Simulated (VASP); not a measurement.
# Rh12N in VASP: single point with PBE

Aim: the single point of Rh12N with PBE.

All numbers are computed with VASP 6.6.1; they aren't measurements. Logs are shortened: lines on timing, memory, paths and dates and some standing lists are left out, and cuts for length are marked.

### Step 1. The cell of the first run

The cell holds a slab with vacuum, 13 atoms: a = 5.417 Å, b = 5.417 Å, c = 19.174 Å, α = 90.00°, β = 90.00°, γ = 90.00°.

### Step 2. Single point, PBE

INCAR reads:

```
SYSTEM = Rh12N
PREC = Accurate
ENCUT = 520
EDIFF = 1E-6
ISMEAR = 0
SIGMA = 0.1
LREAL = .FALSE.
LASPH = .TRUE.
NELM = 100
ALGO = Normal
ISIF = 2
LWAVE = .FALSE.
LCHARG = .FALSE.
LDIPOL = .TRUE.
IDIPOL = 3
DIPOL = 0.5 0.5 0.316
GGA = PE
NBANDS = 104
```

KPOINTS reads:

```
Automatic mesh
0
G
  5 5 1
  0 0 0
```

POSCAR reads:

```
Rh12N
1.0
    5.4165863246      0.0000000000      0.0000000000
    0.0000000000      5.4165863246      0.0000000000
    0.0000000000      0.0000000000     19.1737394151
Rh N
12 1
Direct
    0.2500000000      0.2500000000      0.2086186692
    0.2500000000      0.7500000000      0.2086186692
    0.7500000000      0.2500000000      0.2086186692
    0.7500000000      0.7500000000      0.2086186692
    0.0000000000      0.0000000000      0.3044995950
    0.0000000000      0.5000000000      0.3044995950
    0.5000000000      0.0000000000      0.3044995950
    0.5000000000      0.5000000000      0.3044995950
    0.2500000000      0.2500000000      0.4002213261
    0.2500000000      0.7500000000      0.4002213261
    0.7500000000      0.2500000000      0.4002213261
    0.7500000000      0.7500000000      0.4002213261
    0.4166666667      0.5000000000      0.4491790090
```

Potentials or basis: VASP PAW PBE potentials, release 64 (Rh_pv, N).

Run with:

```console
$ cat potpaw_PBE.64/Rh_pv/POTCAR potpaw_PBE.64/N/POTCAR > POTCAR
$ mpirun -np 1 vasp_std > vasp.out
```

OUTCAR:

```text
SYSTEM = Rh12N
   PREC = Accurate
   ENCUT = 520
   EDIFF = 1E-6
   ISMEAR = 0
   LREAL = .FALSE.
   LASPH = .TRUE.
   NELM = 100
   ISIF = 2
   GGA = PE

 ion  position               nearest neighbor table
   1  0.250  0.250  0.209-   5 2.65   6 2.65   7 2.65   8 2.65   2 2.71   3 2.71   2 2.71   3 2.71

   2  0.250  0.750  0.209-   5 2.65   6 2.65   7 2.65   8 2.65   1 2.71   4 2.71   1 2.71   4 2.71

   3  0.750  0.250  0.209-   5 2.65   6 2.65   7 2.65   8 2.65   1 2.71   4 2.71   4 2.71   1 2.71

   4  0.750  0.750  0.209-   5 2.65   6 2.65   7 2.65   8 2.65   2 2.71   3 2.71   3 2.71   2 2.71

   5  0.000  0.000  0.304-   9 2.65  10 2.65  11 2.65  12 2.65   1 2.65   2 2.65   3 2.65   4 2.65
                             6 2.71   7 2.71   6 2.71   7 2.71
   6  0.000  0.500  0.304-   9 2.65  10 2.65  11 2.65  12 2.65   1 2.65   2 2.65   3 2.65   4 2.65
                             5 2.71   8 2.71   5 2.71   8 2.71
   7  0.500  0.000  0.304-   9 2.65  10 2.65  11 2.65  12 2.65   1 2.65   2 2.65   3 2.65   4 2.65
                             5 2.71   8 2.71   8 2.71   5 2.71
   8  0.500  0.500  0.304-   9 2.65  10 2.65  11 2.65  12 2.65   1 2.65   2 2.65   3 2.65   4 2.65
                             6 2.71   7 2.71   7 2.71   6 2.71
   9  0.250  0.250  0.400-  13 1.88   6 2.65   7 2.65   8 2.65   5 2.65  11 2.71  10 2.71  10 2.71
                            11 2.71
  10  0.250  0.750  0.400-  13 1.88   6 2.65   7 2.65   8 2.65   5 2.65  12 2.71   9 2.71   9 2.71
                            12 2.71
  11  0.750  0.250  0.400-  13 2.44   6 2.65   7 2.65   8 2.65   5 2.65  12 2.71   9 2.71  12 2.71
                             9 2.71
  12  0.750  0.750  0.400-  13 2.44   6 2.65   7 2.65   8 2.65   5 2.65  11 2.71  10 2.71  11 2.71
                            10 2.71
  13  0.417  0.500  0.449-   9 1.88  10 1.88  11 2.44  12 2.44

  LATTYP: Found a simple tetragonal cell.
 ALAT       =     5.4165863246
 C/A-ratio  =     3.5398197806

  Lattice vectors:

 A1 = (   5.4165863246,   0.0000000000,   0.0000000000)
 A2 = (   0.0000000000,   5.4165863246,   0.0000000000)
 A3 = (   0.0000000000,   0.0000000000,  19.1737394151)

Analysis of symmetry for initial positions (statically):
=====================================================================
 Subroutine PRICEL returns:
 Original cell was already a primitive cell.

 Routine SETGRP: Setting up the symmetry group for a
 simple tetragonal supercell.

 Subroutine GETGRP returns: Found  2 space group operations
 (whereof  2 operations were pure point group operations)
 out of a pool of 16 trial point group operations.

The static configuration has the point symmetry C_1h.

Analysis of symmetry for dynamics (positions and initial velocities):
=====================================================================
 Subroutine PRICEL returns:
 Original cell was already a primitive cell.

 Routine SETGRP: Setting up the symmetry group for a
 simple tetragonal supercell.

 Subroutine GETGRP returns: Found  2 space group operations
 (whereof  2 operations were pure point group operations)
 out of a pool of 16 trial point group operations.

The dynamic configuration has the point symmetry C_1h.

 Subroutine INISYM returns: Found  2 space group operations
 (whereof  2 operations are pure point group operations),
 and found     1 'primitive' translations

----------------------------------------------------------------------------------------

                                     Primitive cell

  volume of cell :     562.5462

  direct lattice vectors                    reciprocal lattice vectors
     5.416586325  0.000000000  0.000000000     0.184618123  0.000000000  0.000000000
     0.000000000  5.416586325  0.000000000     0.000000000  0.184618123  0.000000000
     0.000000000  0.000000000 19.173739415     0.000000000  0.000000000  0.052154667

  length of vectors
     5.416586325  5.416586325 19.173739415     0.184618123  0.184618123  0.052154667

  position of ions in fractional coordinates (direct lattice)
     0.250000000  0.250000000  0.208618669
     0.250000000  0.750000000  0.208618669
     0.750000000  0.250000000  0.208618669
     0.750000000  0.750000000  0.208618669
     0.000000000  0.000000000  0.304499595
     0.000000000  0.500000000  0.304499595
     0.500000000  0.000000000  0.304499595
     0.500000000  0.500000000  0.304499595
     0.250000000  0.250000000  0.400221326
     0.250000000  0.750000000  0.400221326
     0.750000000  0.250000000  0.400221326
     0.750000000  0.750000000  0.400221326
     0.416666667  0.500000000  0.449179009

  ion indices of the primitive-cell ions
   primitive index   ion index
                 1           1
                 2           2
                 3           3
                 4           4
                 5           5
                 6           6
                 7           7
                 8           8
                 9           9
                10          10
                11          11
                12          12
                13          13

----------------------------------------------------------------------------------------

 KPOINTS: Automatic mesh

Automatic generation of k-mesh.
 Grid dimensions read from file:
 generate k-points for:    5    5    1

 Generating k-lattice:

  Cartesian coordinates                     Fractional coordinates (reciprocal lattice)
     0.036923625  0.000000000  0.000000000     0.200000000  0.000000000  0.000000000
     0.000000000  0.036923625  0.000000000     0.000000000  0.200000000  0.000000000
     0.000000000  0.000000000  0.052154667     0.000000000  0.000000000  1.000000000

  Length of vectors
     0.036923625  0.036923625  0.052154667

  Shift w.r.t. Gamma in fractional coordinates (k-lattice)
     0.000000000  0.000000000  0.000000000

 Subroutine IBZKPT returns following result:
 ===========================================

 Found      9 irreducible k-points:

 Following reciprocal coordinates:
            Coordinates               Weight
  0.000000  0.000000  0.000000      1.000000
  0.200000  0.000000  0.000000      2.000000
  0.000000  0.200000  0.000000      2.000000
  0.400000  0.000000  0.000000      2.000000
  0.000000  0.400000  0.000000      2.000000
  0.200000  0.200000  0.000000      4.000000
  0.400000  0.200000  0.000000      4.000000
 -0.200000  0.400000  0.000000      4.000000
  0.400000  0.400000  0.000000      4.000000
   k-points           NKPTS =      9   k-points in BZ     NKDIM =      9   number of bands    NBANDS=    104
   number of dos      NEDOS =    301   number of ions     NIONS =     13
   total plane-waves  NPLWV = 230400
   dimension x,y,z NGX =    40 NGY =   40 NGZ =  144
   dimension x,y,z NGXF=    80 NGYF=   80 NGZF=  288
   ions per type =              12   1
   NGX,Y,Z   is equivalent  to a cutoff of  12.28, 12.28, 12.49 a.u.
   NGXF,Y,Z  is equivalent  to a cutoff of  24.55, 24.55, 24.97 a.u.
 SYSTEM =  Rh12N
   PREC   = accura    normal or accurate (medium, high low for compatibility)
   ISTART =      0    job   : 0-new  1-cont  2-samecut
   ICHARG =      2    charge: 1-file 2-atom 10-const
   ISPIN  =      1    spin polarized calculation?
   LNONCOLLINEAR =      F non collinear calculations
   LSORBIT =      F    spin-orbit coupling
   LASPH  =      T    aspherical Exc in radial PAW
   ENCUT  =  520.0 eV  38.22 Ry    6.18 a.u.  10.07 10.07 35.65*2*pi/ulx,y,z
   NELM   =    100;   NELMIN=  2; NELMDL= -5     # of ELM steps
   EDIFF  = 0.1E-05   stopping-criterion for ELM
   LREAL  =      F    real-space projection
   EDIFFG = 0.1E-04   stopping-criterion for IOM
   NSW    =      0    number of steps for IOM
   IBRION =     -1    ionic relax: 0-MD 1-quasi-New 2-CG
   NFREE  =      0    steps in history (QN), initial steepest desc. (CG)
   ISIF   =      2    stress and relaxation
   ISYM   =      2    0-nonsym 1-usesym 2-fastsym
   POTIM  = 0.5000    time-step for ionic-motion
   TEBEG  =    0.0;   TEEND  =   0.0 temperature during run
   PSTRESS=    0.0 pullay stress
   NELECT =     185.0000    total number of electrons
   NUPDOWN=      -1.0000    fix difference up-down
   EMIN   =  10.00;   EMAX   =-10.00  energy-range for DOS
   EFERMI =   0.00;   METHOD = LEGACY
   ISMEAR =     0;   SIGMA  =   0.10  broadening in eV -4-tet -1-fermi 0-gaus
   EFERMI_NEDOS =   21; number of points for ismear=-14 and -15
   IALGO  =     38    algorithm
   IMIX   =      4    mixing-type and parameters
     AMIX     =   0.40;   BMIX     =  1.00
     AMIX_MAG =   1.60;   BMIX_MAG =  1.00
  volume/ion in A,a.u.               =      43.27       292.02
  Fermi-wavevector in a.u.,A,eV,Ry     =   1.130002  2.135395 17.373352  1.276905
  Thomas-Fermi vector in A             =   2.266698
   LORBIT       =      0    0 simple, 1 ext, 2 COOP (PROOUT), +10 PAW based schemes
   GGA     = PE    functional components
   LHFCALC =     F    Hartree Fock is set to
   AEXX    =    0.0000 exact exchange contribution
   IVDW    =     0    specifies the selected vdW correction
   LEPSILON=     F    determine dielectric tensor
   LRPA    =     F    only Hartree local field effects (RPA)
 non-spin polarized calculation
 Gauss-broadening in eV      SIGMA  =   0.10
  energy-cutoff  :      520.00
  volume of cell :      562.55
 maximum number of plane-waves:     15180
   NGX = 21   NGY = 21   NGZ = 71

 dipolmoment           0.000000      0.000000     -0.404831 electrons x Angstroem

 number of electron     185.0000093 magnetization

 dipolmoment           0.000000      0.000000      0.055857 electrons x Angstroem

 Free energy of the ion-electron system (eV)
  ---------------------------------------------------
  ext. energy  EPLUGINS =         0.00000000
  ---------------------------------------------------
  free energy    TOTEN  =       -86.93691663 eV

  energy without entropy =      -86.84828907  energy(sigma->0) =      -86.89260285

 E-fermi :  -0.0003     XC(G=0):  -5.2347

 val. band max:       -0.0136620916   @ k =   0.2000   0.2000   0.0000
 cond. band min:       0.0063877703   @ k =   0.2000   0.0000   0.0000
 fundamental gap:      0.0200498619
 Fermi energy:        -0.0002886273

 k-point     1 :       0.0000    0.0000    0.0000
  band No.  band energies     occupation
      1     -47.3114      2.00000
      2     -47.1057      2.00000
      3     -47.0377      2.00000
      4     -47.0258      2.00000
      5     -46.9776      2.00000
      6     -46.9444      2.00000
[... 96 lines left out ...]
    103       1.6138      0.00000
    104       1.7678      0.00000

 k-point     2 :       0.2000    0.0000    0.0000
  band No.  band energies     occupation
      1     -47.3064      2.00000
      2     -47.0990      2.00000
      3     -47.0217      2.00000
      4     -47.0054      2.00000
      5     -46.9485      2.00000
      6     -46.9342      2.00000
[... 741 lines left out ...]
 k-point     9 :       0.4000    0.4000    0.0000
  band No.  band energies     occupation
      1     -47.2074      2.00000
      2     -47.1347      2.00000
      3     -46.9051      2.00000
      4     -46.8963      2.00000
      5     -46.8917      2.00000
      6     -46.8793      2.00000
[... 96 lines left out ...]
    103       1.0144      0.00000
    104       1.5781      0.00000

------------------------ aborting loop because EDIFF is reached ----------------------------------------

 vacuum level on the upper side and lower side of the slab       (xc-potential included)         0.106        -0.171

  FORCE on cell =-STRESS in cart. coord.  units (eV):
  Direction    XX          YY          ZZ          XY          YZ          ZX
  --------------------------------------------------------------------------------------
  -------------------------------------------------------------------------------------
  Total       -6.0622908     -5.4785518      4.3574595      0.0000000      0.0000000      2.2923763
  in kB      -17.2658988    -15.6033624     12.4104001      0.0000000      0.0000000      6.5288747
  external PRESSURE =      -6.8196204 kB  Pullay stress =       0.0000000 kB

 VOLUME and BASIS-vectors are now :
 -----------------------------------------------------------------------------
  energy-cutoff  :      520.00
  volume of cell :      562.55
      direct lattice vectors                 reciprocal lattice vectors
     5.416586325  0.000000000  0.000000000     0.184618123  0.000000000  0.000000000
     0.000000000  5.416586325  0.000000000     0.000000000  0.184618123  0.000000000
     0.000000000  0.000000000 19.173739415     0.000000000  0.000000000  0.052154667

 POSITION                                       TOTAL-FORCE (eV/Angst)
 -----------------------------------------------------------------------------------
      1.35415      1.35415      4.00000        -0.036422     -0.007676      0.051508
      1.35415      4.06244      4.00000        -0.036422      0.007676      0.051508
      4.06244      1.35415      4.00000        -0.039257      0.049584      0.028848
      4.06244      4.06244      4.00000        -0.039257     -0.049584      0.028848
      0.00000      0.00000      5.83840        -0.184105      0.000000     -0.398642
      0.00000      2.70829      5.83840        -0.465592      0.000000     -0.824641
      2.70829      0.00000      5.83840        -0.163267      0.000000     -0.492387
      2.70829      2.70829      5.83840         0.371971      0.000000     -1.026816
      1.35415      1.35415      7.67374         0.004401     -0.177534      0.888475
      1.35415      4.06244      7.67374         0.004401      0.177534      0.888475
      4.06244      1.35415      7.67374        -0.201837      0.175582      0.381864
      4.06244      4.06244      7.67374        -0.201837     -0.175582      0.381864
      2.25691      2.70829      8.61244         0.987224      0.000000      0.041098
 -----------------------------------------------------------------------------------
    total drift:                                0.000032      0.000000     -0.000109

  FREE ENERGIE OF THE ION-ELECTRON SYSTEM (eV)
  ---------------------------------------------------
  free  energy   TOTEN  =       -86.9369166320 eV

  energy  without entropy=      -86.8482890676  energy(sigma->0) =      -86.89260285

 vacuum level on the upper side and lower side of the slab         5.342         4.999
```

Run time: 17 min. Hardware: 1 thread of AMD EPYC 7R43 (Zen 3), shared host; peak memory 0.66 GiB.

Results:

| Property | Result |
| --- | --- |
| Free energy | -86.9369 eV |
| Largest force | 1.092 eV/Å |

Forces on the atoms (eV/Å):
```
Rh  -0.036 -0.008  0.052
Rh  -0.036  0.008  0.052
Rh  -0.039  0.050  0.029
Rh  -0.039 -0.050  0.029
Rh  -0.184  0.000 -0.399
Rh  -0.466  0.000 -0.825
Rh  -0.163  0.000 -0.492
Rh   0.372  0.000 -1.027
Rh   0.004 -0.178  0.888
Rh   0.004  0.178  0.888
Rh  -0.202  0.176  0.382
Rh  -0.202 -0.176  0.382
N    0.987  0.000  0.041
```
